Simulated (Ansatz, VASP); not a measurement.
## Ge3N4 in VASP and in Ansatz

The input INCAR:

```
PREC     = Accurate       # precision mode
ENCUT    = 520            # plane-wave cutoff, eV
EDIFF    = 1E-7           # SCF threshold, eV
ISMEAR   = -1             # smearing method
SIGMA    = 0.02           # smearing width, eV
LREAL    = F              # projectors in reciprocal space
LASPH    = T              # aspherical terms in the spheres
NELM     = 120            # most SCF steps
ALGO     = Normal         # electronic algorithm
ISIF     = 2              # what is computed and relaxed
LWAVE    = F              # write WAVECAR
LCHARG   = F              # write CHGCAR
GGA      = PE             # functional
IBRION   = 2              # ionic algorithm
NSW      = 80             # ionic steps
EDIFFG   = -0.02          # ionic threshold
GGA_COMPAT= F            
NELMIN   = 4            
KPAR     = 4
```

File KPOINTS:

```
Automatic mesh
0
Gamma
  6 6 6
```

POSCAR

```
Ge3N4
1.0
    0.0000000000      4.1545500000      4.1545500000
    4.1545500000      0.0000000000      4.1545500000
    4.1545500000      4.1545500000      0.0000000000
Ge N
6 8
Direct
    0.1250000000      0.1250000000      0.1250000000
    0.6250000000      0.1250000000      0.1250000000
    0.1250000000      0.1250000000      0.6250000000
    0.1250000000      0.6250000000      0.1250000000
    0.5000000000      0.5000000000      0.5000000000
    0.7500000000      0.7500000000      0.7500000000
    0.8832000000      0.8832000000      0.8832000000
    0.8996000000      0.3668000000      0.3668000000
    0.8832000000      0.8832000000      0.3504000000
    0.3668000000      0.8996000000      0.3668000000
    0.3504000000      0.8832000000      0.8832000000
    0.3668000000      0.3668000000      0.3668000000
    0.8832000000      0.3504000000      0.8832000000
    0.3668000000      0.3668000000      0.8996000000
```

Input for Ansatz:

```yaml
crystal:
  lattice:
    - [0.0, 4.15455, 4.15455]
    - [4.15455, 0.0, 4.15455]
    - [4.15455, 4.15455, 0.0]
  atoms:
    - { symbol: Ge, position: [0.125, 0.125, 0.125] }
    - { symbol: Ge, position: [0.625, 0.125, 0.125] }
    - { symbol: Ge, position: [0.125, 0.125, 0.625] }
    - { symbol: Ge, position: [0.125, 0.625, 0.125] }
    - { symbol: Ge, position: [0.5, 0.5, 0.5] }
    - { symbol: Ge, position: [0.75, 0.75, 0.75] }
    - { symbol: "N", position: [0.8832, 0.8832, 0.8832] }
    - { symbol: "N", position: [0.8996, 0.3668, 0.3668] }
    - { symbol: "N", position: [0.8832, 0.8832, 0.3504] }
    - { symbol: "N", position: [0.3668, 0.8996, 0.3668] }
    - { symbol: "N", position: [0.3504, 0.8832, 0.8832] }
    - { symbol: "N", position: [0.3668, 0.3668, 0.3668] }
    - { symbol: "N", position: [0.8832, 0.3504, 0.8832] }
    - { symbol: "N", position: [0.3668, 0.3668, 0.8996] }
kpoints:
  mp_grid: { grid: [6, 6, 6] }
scf:
  occupations: { method: fermi_dirac, width: 0.02 }
hamiltonian:
  xc: pbe
  pseudopotentials: { kind: paw, frozen_core: stored }
output:
  forces: true
  stress: true
  populations: true
  efg: { quadrupole_moments_barn: { Ge: -0.196, "N": 0.02044 } }
  write_density: true
  write_potential: true
  elf: true
  volumetric_format: npy
relax:
  f_tol: 0.02
  max_steps: 60
```

Alike in both runs: task relaxation of the atoms; functional PBE; k mesh 6 × 6 × 6; occupations fermi-dirac, width 0.02 eV; no spin polarisation.

|  | VASP | Ansatz |
| --- | --- | --- |
| version | VASP 6.6.1 | Ansatz 0.2.0 |
| potentials or method | VASP PAW PBE potentials, release 64 (Ge_d, N) | plane-wave PAW, scalar-relativistic |
| plane-wave cutoff (eV) | 520 | 420 |
| valence electrons in the cell | 124 | 124 |

Ansatz gave:

| Property | Result |
| --- | --- |
| gap on the k mesh at the Fermi level, each at its own relaxed structure (eV) | 1.90 |

**Question.** What did VASP give for the same quantities?

**Answer.** gap on the k mesh at the Fermi level, each at its own relaxed structure (eV): 1.91.

Ansatz's warnings: stress scf threshold loose.

Noted on VASP's run: the relaxation stopped at its first step, so nothing moved.
